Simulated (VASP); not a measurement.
# AgCl (R-3m) in VASP: single point with PBEsol

Aim: the single point of AgCl with PBEsol.

All numbers are computed with VASP 6.6.1; they aren't measurements. Logs are shortened: lines on timing, memory, paths and dates and some standing lists are left out, and cuts for length are marked.

## (1) The cell of the first run

Symmetry: R-3m, No. 166, trigonal system. Conventional cell: a = 4.748 Å, b = 4.748 Å, c = 6.134 Å, α = 90.00°, β = 90.00°, γ = 120.00°. Within 3.9 Å of Ag (site symmetry -3m) lie 8 Cl at 2.93 to 3.07 Å and 6 Ag at 3.42 Å. Cl (site symmetry -3m) has 8 Ag at 2.93 to 3.07 Å and 6 Cl at 3.42 Å within 3.9 Å.

## (2) Single point, PBEsol

Input file INCAR:

```
SYSTEM = AgCl
PREC = Accurate
ENCUT = 500
EDIFF = 1E-6
ISMEAR = 0
SIGMA = 0.05
LREAL = .False.
LASPH = .True.
NELM = 120
ALGO = Normal
ISIF = 2
LWAVE = .False.
LCHARG = .False.
GGA = PS
NBANDS = 16
GGA_COMPAT = .False.
```

Input file KPOINTS:

```
regular mesh
0
Gamma
  15 15 15
  0 0 0
```

Input file POSCAR:

```
AgCl
1.0
    3.4188187446      0.0614400305      0.0614400305
    0.0614400305      3.4188187446      0.0614400305
    0.0614400305      0.0614400305      3.4188187446
Ag Cl
1 1
Direct
    0.0000000000      0.0000000000      0.0000000000
    0.5000000000      0.5000000000      0.5000000000
```

Potentials or basis: VASP PAW PBE potentials, release 64 (Ag, Cl).

Started as:

```bash
cat potpaw_PBE.64/Ag/POTCAR potpaw_PBE.64/Cl/POTCAR > POTCAR
mpirun -np 1 vasp_std > vasp.out
```

OUTCAR:

```text
SYSTEM = AgCl
   PREC = Accurate
   ENCUT = 500
   EDIFF = 1E-6
   ISMEAR = 0
   LREAL = .False.
   LASPH = .True.
   NELM = 120
   ISIF = 2
   GGA = PS

 ion  position               nearest neighbor table
   1  0.000  0.000  0.000-   2 2.93   2 2.93   2 2.93   2 2.93   2 2.93   2 2.93   2 3.07   2 3.07

   2  0.500  0.500  0.500-   1 2.93   1 2.93   1 2.93   1 2.93   1 2.93   1 2.93   1 3.07   1 3.07

  LATTYP: Found a trigonal (rhomboedric) cell.
 ALAT       =     3.4199227130
 COS(alpha) =     0.0362418088

  Lattice vectors:

 A1 = (   3.4188187446,   0.0614400305,   0.0614400305)
 A2 = (   0.0614400305,   3.4188187446,   0.0614400305)
 A3 = (   0.0614400305,   0.0614400305,   3.4188187446)

Analysis of symmetry for initial positions (statically):
=====================================================================
 Subroutine PRICEL returns:
 Original cell was already a primitive cell.

 Routine SETGRP: Setting up the symmetry group for a
 trigonal (rhombohedral) supercell.

 Subroutine GETGRP returns: Found 12 space group operations
 (whereof 12 operations were pure point group operations)
 out of a pool of 12 trial point group operations.

The static configuration has the point symmetry D_3d.

Analysis of symmetry for dynamics (positions and initial velocities):
=====================================================================
 Subroutine PRICEL returns:
 Original cell was already a primitive cell.

 Routine SETGRP: Setting up the symmetry group for a
 trigonal (rhombohedral) supercell.

 Subroutine GETGRP returns: Found 12 space group operations
 (whereof 12 operations were pure point group operations)
 out of a pool of 12 trial point group operations.

The dynamic configuration has the point symmetry D_3d.

 Subroutine INISYM returns: Found 12 space group operations
 (whereof 12 operations are pure point group operations),
 and found     1 'primitive' translations

----------------------------------------------------------------------------------------

                                     Primitive cell

  volume of cell :      39.9220

  direct lattice vectors                    reciprocal lattice vectors
     3.418818745  0.061440030  0.061440030     0.292684403 -0.005167012 -0.005167012
     0.061440030  3.418818745  0.061440030    -0.005167012  0.292684403 -0.005167012
     0.061440030  0.061440030  3.418818745    -0.005167012 -0.005167012  0.292684403

  length of vectors
     3.419922713  3.419922713  3.419922713     0.292775606  0.292775606  0.292775606

  position of ions in fractional coordinates (direct lattice)
     0.000000000  0.000000000  0.000000000
     0.500000000  0.500000000  0.500000000

  ion indices of the primitive-cell ions
   primitive index   ion index
                 1           1
                 2           2

----------------------------------------------------------------------------------------

 KPOINTS: regular mesh

Automatic generation of k-mesh.
 Grid dimensions read from file:
 generate k-points for:   15   15   15

 Generating k-lattice:

  Cartesian coordinates                     Fractional coordinates (reciprocal lattice)
     0.019512294 -0.000344467 -0.000344467     0.066666667  0.000000000  0.000000000
    -0.000344467  0.019512294 -0.000344467     0.000000000  0.066666667  0.000000000
    -0.000344467 -0.000344467  0.019512294     0.000000000  0.000000000  0.066666667

  Length of vectors
     0.019518374  0.019518374  0.019518374

  Shift w.r.t. Gamma in fractional coordinates (k-lattice)
     0.000000000  0.000000000  0.000000000

 Subroutine IBZKPT returns following result:
 ===========================================

 Found    344 irreducible k-points:

 Following reciprocal coordinates:
            Coordinates               Weight
  0.000000  0.000000  0.000000      1.000000
  0.066667 -0.000000  0.000000      6.000000
  0.133333 -0.000000 -0.000000      6.000000
  0.200000 -0.000000  0.000000      6.000000
  0.266667 -0.000000 -0.000000      6.000000
  0.333333 -0.000000  0.000000      6.000000
[... 16 lines left out ...]
  0.133333  0.133333 -0.000000      6.000000
  0.200000  0.133333 -0.000000     12.000000
 [... further k-points ...]
   k-points           NKPTS =    344   k-points in BZ     NKDIM =    344   number of bands    NBANDS=     16
   number of dos      NEDOS =    301   number of ions     NIONS =      2
   total plane-waves  NPLWV =  21952
   dimension x,y,z NGX =    28 NGY =   28 NGZ =   28
   dimension x,y,z NGXF=    56 NGYF=   56 NGZF=   56
   ions per type =               1   1
   NGX,Y,Z   is equivalent  to a cutoff of  13.61, 13.61, 13.61 a.u.
   NGXF,Y,Z  is equivalent  to a cutoff of  27.22, 27.22, 27.22 a.u.
 SYSTEM =  AgCl
   PREC   = accura    normal or accurate (medium, high low for compatibility)
   ISTART =      0    job   : 0-new  1-cont  2-samecut
   ICHARG =      2    charge: 1-file 2-atom 10-const
   ISPIN  =      1    spin polarized calculation?
   LNONCOLLINEAR =      F non collinear calculations
   LSORBIT =      F    spin-orbit coupling
   LASPH  =      T    aspherical Exc in radial PAW
   ENCUT  =  500.0 eV  36.75 Ry    6.06 a.u.   6.24  6.24  6.24*2*pi/ulx,y,z
   NELM   =    120;   NELMIN=  2; NELMDL= -5     # of ELM steps
   EDIFF  = 0.1E-05   stopping-criterion for ELM
   LREAL  =      F    real-space projection
   EDIFFG = 0.1E-04   stopping-criterion for IOM
   NSW    =      0    number of steps for IOM
   IBRION =     -1    ionic relax: 0-MD 1-quasi-New 2-CG
   NFREE  =      0    steps in history (QN), initial steepest desc. (CG)
   ISIF   =      2    stress and relaxation
   ISYM   =      2    0-nonsym 1-usesym 2-fastsym
   POTIM  = 0.5000    time-step for ionic-motion
   TEBEG  =    0.0;   TEEND  =   0.0 temperature during run
   PSTRESS=    0.0 pullay stress
   NELECT =      18.0000    total number of electrons
   NUPDOWN=      -1.0000    fix difference up-down
   EMIN   =  10.00;   EMAX   =-10.00  energy-range for DOS
   EFERMI =   0.00;   METHOD = LEGACY
   ISMEAR =     0;   SIGMA  =   0.05  broadening in eV -4-tet -1-fermi 0-gaus
   EFERMI_NEDOS =   21; number of points for ismear=-14 and -15
   IALGO  =     38    algorithm
   IMIX   =      4    mixing-type and parameters
     AMIX     =   0.40;   BMIX     =  1.00
     AMIX_MAG =   1.60;   BMIX_MAG =  1.00
  volume/ion in A,a.u.               =      19.96       134.70
  Fermi-wavevector in a.u.,A,eV,Ry     =   1.255341  2.372250 21.441149  1.575880
  Thomas-Fermi vector in A             =   2.389102
   LORBIT       =      0    0 simple, 1 ext, 2 COOP (PROOUT), +10 PAW based schemes
   GGA     = PS    functional components
   LHFCALC =     F    Hartree Fock is set to
   AEXX    =    0.0000 exact exchange contribution
   IVDW    =     0    specifies the selected vdW correction
   LEPSILON=     F    determine dielectric tensor
   LRPA    =     F    only Hartree local field effects (RPA)
 non-spin polarized calculation
 Gauss-broadening in eV      SIGMA  =   0.05
  energy-cutoff  :      500.00
  volume of cell :       39.92
 maximum number of plane-waves:      1029
 NGX is ok and might be reduce to    28
   NGX = 13   NGY = 13   NGZ = 13

 number of electron      17.9999999 magnetization

 Free energy of the ion-electron system (eV)
  ---------------------------------------------------
  ext. energy  EPLUGINS =         0.00000000
  ---------------------------------------------------
  free energy    TOTEN  =        -5.78727185 eV

  energy without entropy =       -5.78727185  energy(sigma->0) =       -5.78727185

 E-fermi :   4.2362     XC(G=0): -10.6910

 val. band max:        4.0598855261   @ k =   0.4667  -0.0000  -0.0000
 cond. band min:       4.3998162161   @ k =   0.0000   0.0000   0.0000
 fundamental gap:      0.3399306900
 Fermi energy:         4.2361914043

 k-point     1 :       0.0000    0.0000    0.0000
  band No.  band energies     occupation
      1     -10.7013      2.00000
      2       1.1554      2.00000
      3       1.1554      2.00000
      4       2.1156      2.00000
      5       2.1156      2.00000
      6       2.1660      2.00000
[... 8 lines left out ...]
     15      17.7903      0.00000
     16      20.2895      0.00000

 k-point     2 :       0.0667   -0.0000    0.0000
  band No.  band energies     occupation
      1     -10.6821      2.00000
      2       1.1125      2.00000
      3       1.1612      2.00000
      4       1.9000      2.00000
      5       1.9938      2.00000
      6       2.1372      2.00000
[... 8 lines left out ...]
     15      17.6218      0.00000
     16      20.2847      0.00000

 k-point     3 :       0.1333   -0.0000   -0.0000
  band No.  band energies     occupation
      1     -10.6266      2.00000
      2       0.8686      2.00000
      3       1.1764      2.00000
      4       1.6385      2.00000
      5       1.7788      2.00000
      6       1.9296      2.00000
[... 8 lines left out ...]
     15      17.2963      0.00000
     16      20.2245      0.00000

 k-point     4 :       0.2000   -0.0000    0.0000
  band No.  band energies     occupation
      1     -10.5424      2.00000
      2       0.3651      2.00000
      3       1.1909      2.00000
      4       1.4161      2.00000
      5       1.5838      2.00000
      6       1.9334      2.00000
[... 8 lines left out ...]
     15      17.2944      0.00000
     16      20.1367      0.00000
[... 324 lines left out ...]
 k-point    22 :      -0.0667    0.0667    0.0000
  band No.  band energies     occupation
      1     -10.6618      2.00000
      2       1.1061      2.00000
      3       1.1182      2.00000
      4       1.7099      2.00000
      5       1.8305      2.00000
      6       2.1414      2.00000
[... 8 lines left out ...]
     15      17.6221      0.00000
     16      19.9375      0.00000

 k-point    23 :       0.1333    0.1333   -0.0000
  band No.  band energies     occupation
      1     -10.5597      2.00000
      2       0.8632      2.00000
      3       1.0040      2.00000
      4       1.3542      2.00000
      5       1.7212      2.00000
      6       2.0620      2.00000
[... 8 lines left out ...]
     15      17.8588      0.00000
     16      19.5427      0.00000

 k-point    24 :       0.2000    0.1333   -0.0000
  band No.  band energies     occupation
      1     -10.4810      2.00000
      2       0.4374      2.00000
      3       1.0168      2.00000
      4       1.3274      2.00000
      5       1.6216      2.00000
      6       2.0557      2.00000
[... 8 lines left out ...]
     15      17.9272      0.00000
     16      19.3486      0.00000

 [... further k-points ...]

------------------------ aborting loop because EDIFF is reached ----------------------------------------

  FORCE on cell =-STRESS in cart. coord.  units (eV):
  Direction    XX          YY          ZZ          XY          YZ          ZX
  --------------------------------------------------------------------------------------
  -------------------------------------------------------------------------------------
  Total       -1.0093930     -1.0093930     -1.0093930      0.1288679      0.1288679      0.1288679
  in kB      -40.5096587    -40.5096587    -40.5096587      5.1718156      5.1718156      5.1718156
  external PRESSURE =     -40.5096587 kB  Pullay stress =       0.0000000 kB

 VOLUME and BASIS-vectors are now :
 -----------------------------------------------------------------------------
  energy-cutoff  :      500.00
  volume of cell :       39.92
      direct lattice vectors                 reciprocal lattice vectors
     3.418818745  0.061440030  0.061440030     0.292684403 -0.005167012 -0.005167012
     0.061440030  3.418818745  0.061440030    -0.005167012  0.292684403 -0.005167012
     0.061440030  0.061440030  3.418818745    -0.005167012 -0.005167012  0.292684403

 POSITION                                       TOTAL-FORCE (eV/Angst)
 -----------------------------------------------------------------------------------
      0.00000      0.00000      0.00000        -0.000000     -0.000000      0.000000
      1.77085      1.77085      1.77085         0.000000      0.000000      0.000000
 -----------------------------------------------------------------------------------
    total drift:                               -0.000000      0.000000      0.000000

  FREE ENERGIE OF THE ION-ELECTRON SYSTEM (eV)
  ---------------------------------------------------
  free  energy   TOTEN  =        -5.7872718528 eV

  energy  without entropy=       -5.7872718524  energy(sigma->0) =       -5.78727185
```

Run time: 2.5 min. Hardware: 1 thread of Intel Xeon Platinum 8259CL at 2.50GHz (Skylake/Cascade Lake), shared host; peak memory 0.31 GiB.

Results:

```
Free energy            : -5.7873 eV
Pressure               : -4.1 GPa
Band gap on the k mesh : 0.34 eV (least direct gap 1.85 eV)
```

Stress tensor (GPa, compression positive):
```
-4.05  0.52  0.52
 0.52 -4.05  0.52
 0.52  0.52 -4.05
```

Caveat: the cell stands under tension; semilocal functionals underestimate gaps, and a narrow one can read as zero; the PAW data sets were made with another functional, which shifts forces and pressure a little. A k mesh can miss the band edges.
